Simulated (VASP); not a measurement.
C, 2 atoms in the cell. Symmetry: R-3m, No. 166, trigonal system. Conventional cell: a = 2.442 Å, b = 2.442 Å, c = 10.738 Å, α = 90.00°, β = 90.00°, γ = 120.00°. Within 1.9 Å of C (site symmetry 3m) lie 3 C at 1.41 Å.  This cell differs from its parent crystal: volume scaled by 0.980.

| Quantity | Value |
| --- | --- |
| Program | VASP 6.6.1 |
| Task | vibrations by perturbation theory |
| Functional | PBEsol |
| Potentials or basis | VASP PAW PBE potentials, release 64 (C) |
| Cutoff | 520 eV |
| k mesh | 10 × 10 × 10 |
| Occupations | gaussian, width 0.01 eV |
| Spin | no spin polarisation |
| Dipole correction | no |
| Further INCAR settings | ALGO = Normal; EDIFF = 1e-08; IBRION = 8; NSW = 1 |

Potentials or basis: VASP PAW PBE potentials, release 64 (C).

Launch:

```sh
$ cat potpaw_PBE.64/C/POTCAR > POTCAR
$ mpirun -np 1 vasp_std > vasp.out
```

Hardware: 1 thread of Intel(R) Xeon(R) Platinum 8559C (Emerald Rapids), with other jobs on the host.

How long does it take, and how much memory?

Wall time 2.3 min on 1 thread of Intel(R) Xeon(R) Platinum 8559C (Emerald Rapids) (shared host), peak memory 0.28 GiB. Counts: scf iterations 36, k points 116.
